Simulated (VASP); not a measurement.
# InPd (Fm-3m) in VASP: notebook

Runs on InPd. Level: PBE. Tasks: single point, relaxation of cell and atoms.

All numbers are computed with VASP 6.6.1; they aren't measurements. Logs are shortened: lines on timing, memory, paths and dates and some standing lists are left out, and cuts for length are marked.

## Step 1: The cell of the first run

The structure is cubic, space group Fm-3m (No. 225). The conventional cell has a = 5.222 Å, b = 5.222 Å, c = 5.222 Å, α = 90.00°, β = 90.00°, γ = 90.00°. Within 3.4 Å of In (site symmetry m-3m) lie 6 Pd at 2.61 Å. Within 3.4 Å of Pd (site symmetry m-3m) lie 6 In at 2.61 Å.

The cell was built from a structure type or drawn by symmetry, and may not be a known phase.

## Step 2: Single point, PBE

INCAR reads:

```
ALGO = Normal
EDIFF = 1E-7
ENCUT = 520
GGA = PE
ISIF = 2
ISMEAR = 0
LASPH = T
LCHARG = F
LREAL = F
LWAVE = F
NBANDS = 18
NELM = 100
PREC = Accurate
SIGMA = 0.1
```

KPOINTS reads:

```
k-points
0
Gamma
  6 6 6
```

POSCAR reads:

```
InPd
1.0
    0.0000000000      2.6111947200      2.6111947200
    2.6111947200      0.0000000000      2.6111947200
    2.6111947200      2.6111947200      0.0000000000
In Pd
1 1
Direct
    0.0000000000      0.0000000000      0.0000000000
    0.5000000000      0.5000000000      0.5000000000
```

Potentials or basis: VASP PAW PBE potentials, release 64 (In_d, Pd).

Launch:

```console
> cat potpaw_PBE.64/In_d/POTCAR potpaw_PBE.64/Pd/POTCAR > POTCAR
> mpirun -np 1 vasp_std > vasp.out
```

OUTCAR:

```text
EDIFF = 1E-7
   ENCUT = 520
   GGA = PE
   ISIF = 2
   ISMEAR = 0
   LASPH = T
   LREAL = F
   NELM = 100
   PREC = Accurate

 ion  position               nearest neighbor table
   1  0.000  0.000  0.000-   2 2.61   2 2.61   2 2.61   2 2.61   2 2.61   2 2.61
   2  0.500  0.500  0.500-   1 2.61   1 2.61   1 2.61   1 2.61   1 2.61   1 2.61

  LATTYP: Found a face centered cubic cell.
 ALAT       =     5.2223894400

  Lattice vectors:

 A1 = (   0.0000000000,   2.6111947200,   2.6111947200)
 A2 = (   2.6111947200,   0.0000000000,   2.6111947200)
 A3 = (   2.6111947200,   2.6111947200,   0.0000000000)

Analysis of symmetry for initial positions (statically):
=====================================================================
 Subroutine PRICEL returns:
 Original cell was already a primitive cell.

 Routine SETGRP: Setting up the symmetry group for a
 face centered cubic supercell.

 Subroutine GETGRP returns: Found 48 space group operations
 (whereof 48 operations were pure point group operations)
 out of a pool of 48 trial point group operations.

The static configuration has the point symmetry O_h .

Analysis of symmetry for dynamics (positions and initial velocities):
=====================================================================
 Subroutine PRICEL returns:
 Original cell was already a primitive cell.

 Routine SETGRP: Setting up the symmetry group for a
 face centered cubic supercell.

 Subroutine GETGRP returns: Found 48 space group operations
 (whereof 48 operations were pure point group operations)
 out of a pool of 48 trial point group operations.

The dynamic configuration has the point symmetry O_h .

 Subroutine INISYM returns: Found 48 space group operations
 (whereof 48 operations are pure point group operations),
 and found     1 'primitive' translations

----------------------------------------------------------------------------------------

                                     Primitive cell

  volume of cell :      35.6080

  direct lattice vectors                    reciprocal lattice vectors
     0.000000000  2.611194720  2.611194720    -0.191483230  0.191483230  0.191483230
     2.611194720  0.000000000  2.611194720     0.191483230 -0.191483230  0.191483230
     2.611194720  2.611194720  0.000000000     0.191483230  0.191483230 -0.191483230

  length of vectors
     3.692786987  3.692786987  3.692786987     0.331658684  0.331658684  0.331658684

  position of ions in fractional coordinates (direct lattice)
     0.000000000  0.000000000  0.000000000
     0.500000000  0.500000000  0.500000000

  ion indices of the primitive-cell ions
   primitive index   ion index
                 1           1
                 2           2

----------------------------------------------------------------------------------------

 KPOINTS: k-points

Automatic generation of k-mesh.
 Grid dimensions read from file:
 generate k-points for:    6    6    6

 Generating k-lattice:

  Cartesian coordinates                     Fractional coordinates (reciprocal lattice)
    -0.031913872  0.031913872  0.031913872     0.166666667  0.000000000  0.000000000
     0.031913872 -0.031913872  0.031913872     0.000000000  0.166666667  0.000000000
     0.031913872  0.031913872 -0.031913872     0.000000000  0.000000000  0.166666667

  Length of vectors
     0.055276447  0.055276447  0.055276447

  Shift w.r.t. Gamma in fractional coordinates (k-lattice)
     0.000000000  0.000000000  0.000000000

 Subroutine IBZKPT returns following result:
 ===========================================

 Found     16 irreducible k-points:

 Following reciprocal coordinates:
            Coordinates               Weight
  0.000000  0.000000  0.000000      1.000000
  0.166667  0.000000  0.000000      8.000000
  0.333333  0.000000  0.000000      8.000000
  0.500000  0.000000  0.000000      4.000000
  0.166667  0.166667  0.000000      6.000000
  0.333333  0.166667  0.000000     24.000000
[... 8 lines left out ...]
 -0.333333  0.333333  0.166667     24.000000
 -0.333333  0.500000  0.166667     12.000000
   k-points           NKPTS =     16   k-points in BZ     NKDIM =     16   number of bands    NBANDS=     18
   number of dos      NEDOS =    301   number of ions     NIONS =      2
   total plane-waves  NPLWV =  21952
   dimension x,y,z NGX =    28 NGY =   28 NGZ =   28
   dimension x,y,z NGXF=    56 NGYF=   56 NGZF=   56
   ions per type =               1   1
   NGX,Y,Z   is equivalent  to a cutoff of  12.61, 12.61, 12.61 a.u.
   NGXF,Y,Z  is equivalent  to a cutoff of  25.21, 25.21, 25.21 a.u.
 SYSTEM =  unknown system
   PREC   = accura    normal or accurate (medium, high low for compatibility)
   ISTART =      0    job   : 0-new  1-cont  2-samecut
   ICHARG =      2    charge: 1-file 2-atom 10-const
   ISPIN  =      1    spin polarized calculation?
   LNONCOLLINEAR =      F non collinear calculations
   LSORBIT =      F    spin-orbit coupling
   LASPH  =      T    aspherical Exc in radial PAW
   ENCUT  =  520.0 eV  38.22 Ry    6.18 a.u.   6.87  6.87  6.87*2*pi/ulx,y,z
   NELM   =    100;   NELMIN=  2; NELMDL= -5     # of ELM steps
   EDIFF  = 0.1E-06   stopping-criterion for ELM
   LREAL  =      F    real-space projection
   EDIFFG = 0.1E-05   stopping-criterion for IOM
   NSW    =      0    number of steps for IOM
   IBRION =     -1    ionic relax: 0-MD 1-quasi-New 2-CG
   NFREE  =      0    steps in history (QN), initial steepest desc. (CG)
   ISIF   =      2    stress and relaxation
   ISYM   =      2    0-nonsym 1-usesym 2-fastsym
   POTIM  = 0.5000    time-step for ionic-motion
   TEBEG  =    0.0;   TEEND  =   0.0 temperature during run
   PSTRESS=    0.0 pullay stress
   NELECT =      23.0000    total number of electrons
   NUPDOWN=      -1.0000    fix difference up-down
   EMIN   =  10.00;   EMAX   =-10.00  energy-range for DOS
   EFERMI =   0.00;   METHOD = LEGACY
   ISMEAR =     0;   SIGMA  =   0.10  broadening in eV -4-tet -1-fermi 0-gaus
   EFERMI_NEDOS =   21; number of points for ismear=-14 and -15
   IALGO  =     38    algorithm
   IMIX   =      4    mixing-type and parameters
     AMIX     =   0.40;   BMIX     =  1.00
     AMIX_MAG =   1.60;   BMIX_MAG =  1.00
  volume/ion in A,a.u.               =      17.80       120.15
  Fermi-wavevector in a.u.,A,eV,Ry     =   1.415147  2.674240 27.247581  2.002641
  Thomas-Fermi vector in A             =   2.536616
   LORBIT       =      0    0 simple, 1 ext, 2 COOP (PROOUT), +10 PAW based schemes
   GGA     = PE    functional components
   LHFCALC =     F    Hartree Fock is set to
   AEXX    =    0.0000 exact exchange contribution
   IVDW    =     0    specifies the selected vdW correction
   LEPSILON=     F    determine dielectric tensor
   LRPA    =     F    only Hartree local field effects (RPA)
 non-spin polarized calculation
 Gauss-broadening in eV      SIGMA  =   0.10
  energy-cutoff  :      520.00
  volume of cell :       35.61
 maximum number of plane-waves:       982
   NGX = 13   NGY = 13   NGZ = 13

 number of electron      22.9999999 magnetization

 Free energy of the ion-electron system (eV)
  ---------------------------------------------------
  ext. energy  EPLUGINS =         0.00000000
  ---------------------------------------------------
  free energy    TOTEN  =        -7.96532116 eV

  energy without entropy =       -7.95730088  energy(sigma->0) =       -7.96131102

 E-fermi :  10.3535     XC(G=0): -12.0355

 val. band max:       10.3325417662   @ k =   0.3333   0.0000   0.0000
 cond. band min:      10.5527267199   @ k =  -0.3333   0.5000   0.1667
 fundamental gap:      0.2201849538
 Fermi energy:        10.3535412834

 k-point     1 :       0.0000    0.0000    0.0000
  band No.  band energies     occupation
      1      -4.6237      2.00000
      2      -4.6237      2.00000
      3      -4.4650      2.00000
      4      -4.4650      2.00000
      5      -4.4650      2.00000
      6       0.4036      2.00000
[... 10 lines left out ...]
     17      23.4143      0.00000
     18      23.4189      0.00000

 k-point     2 :       0.1667    0.0000    0.0000
  band No.  band energies     occupation
      1      -4.5852      2.00000
      2      -4.5852      2.00000
      3      -4.4551      2.00000
      4      -4.4271      2.00000
      5      -4.4271      2.00000
      6       0.9235      2.00000
[... 10 lines left out ...]
     17      22.0498      0.00000
     18      22.0498      0.00000

 k-point     3 :       0.3333    0.0000    0.0000
  band No.  band energies     occupation
      1      -4.5181      2.00000
      2      -4.5181      2.00000
      3      -4.4366      2.00000
      4      -4.3371      2.00000
      5      -4.3371      2.00000
      6       2.4250      2.00000
[... 10 lines left out ...]
     17      20.1395      0.00000
     18      21.6114      0.00000

 k-point     4 :       0.5000    0.0000    0.0000
  band No.  band energies     occupation
      1      -4.4888      2.00000
      2      -4.4888      2.00000
      3      -4.4277      2.00000
      4      -4.2854      2.00000
      5      -4.2854      2.00000
      6       4.4873      2.00000
[... 207 lines left out ...]
      4      -4.3165      2.00000
      5      -4.2825      2.00000
      6       3.3368      2.00000
[... 10 lines left out ...]
     17      21.4551      0.00000
     18      25.7430      0.00000

 k-point    15 :      -0.3333    0.3333    0.1667
  band No.  band energies     occupation
      1      -4.5763      2.00000
      2      -4.4670      2.00000
      3      -4.3966      2.00000
      4      -4.3737      2.00000
      5      -4.2527      2.00000
      6       4.0633      2.00000
[... 10 lines left out ...]
     17      23.7303      0.00000
     18      24.1152      0.00000

 k-point    16 :      -0.3333    0.5000    0.1667
  band No.  band energies     occupation
      1      -4.6122      2.00000
      2      -4.4913      2.00000
      3      -4.4797      2.00000
      4      -4.3108      2.00000
      5      -4.2265      2.00000
      6       3.7707      2.00000
[... 10 lines left out ...]
     17      23.8977      0.00000
     18      24.7150      0.00000

------------------------ aborting loop because EDIFF is reached ----------------------------------------

  FORCE on cell =-STRESS in cart. coord.  units (eV):
  Direction    XX          YY          ZZ          XY          YZ          ZX
  --------------------------------------------------------------------------------------
  -------------------------------------------------------------------------------------
  Total        4.2898257      4.2898257      4.2898257     -0.0000000     -0.0000000      0.0000000
  in kB      193.0200632    193.0200632    193.0200632     -0.0000000     -0.0000000      0.0000000
  external PRESSURE =     193.0200632 kB  Pullay stress =       0.0000000 kB

 VOLUME and BASIS-vectors are now :
 -----------------------------------------------------------------------------
  energy-cutoff  :      520.00
  volume of cell :       35.61
      direct lattice vectors                 reciprocal lattice vectors
     0.000000000  2.611194720  2.611194720    -0.191483230  0.191483230  0.191483230
     2.611194720  0.000000000  2.611194720     0.191483230 -0.191483230  0.191483230
     2.611194720  2.611194720  0.000000000     0.191483230  0.191483230 -0.191483230

 POSITION                                       TOTAL-FORCE (eV/Angst)
 -----------------------------------------------------------------------------------
      0.00000      0.00000      0.00000        -0.000000     -0.000000     -0.000000
      2.61119      2.61119      2.61119         0.000000      0.000000      0.000000
 -----------------------------------------------------------------------------------
    total drift:                                0.000000      0.000000      0.000000

  FREE ENERGIE OF THE ION-ELECTRON SYSTEM (eV)
  ---------------------------------------------------
  free  energy   TOTEN  =        -7.9653211631 eV

  energy  without entropy=       -7.9573008814  energy(sigma->0) =       -7.96131102
```

Run time: 20 s. Hardware: 1 thread of Intel Xeon 8259CL, shared host; peak memory 0.16 GiB.

Results:

```
Free energy            : -7.9653 eV
Pressure               : 19.3 GPa
Band gap on the k mesh : zero (an odd number of electrons rules out a gap without spin polarisation)
```

Levels at points of the mesh, in eV from the Fermi level:
```tsv
k point	band 7	band 8	band 9	band 10	band 11	band 12	band 13	band 14	band 15	band 16
(0.00, 0.00, 0.00)	-3.42	-3.42	-3.42	-3.00	-3.00	6.01	6.01	6.01	8.55	13.06
(0.50, 0.00, 0.00)	-5.74	-4.36	-4.36	-2.99	-2.99	-1.62	7.93	8.29	8.29	8.41
(0.50, 0.50, 0.00)	-3.98	-3.25	-2.77	-2.71	-2.71	0.21	1.38	1.38	5.86	8.30
```

Caveat: the cell stands under pressure; spin-orbit coupling is left out, which moves the levels of the heavy elements.

(Continued in part 2 of 3.)
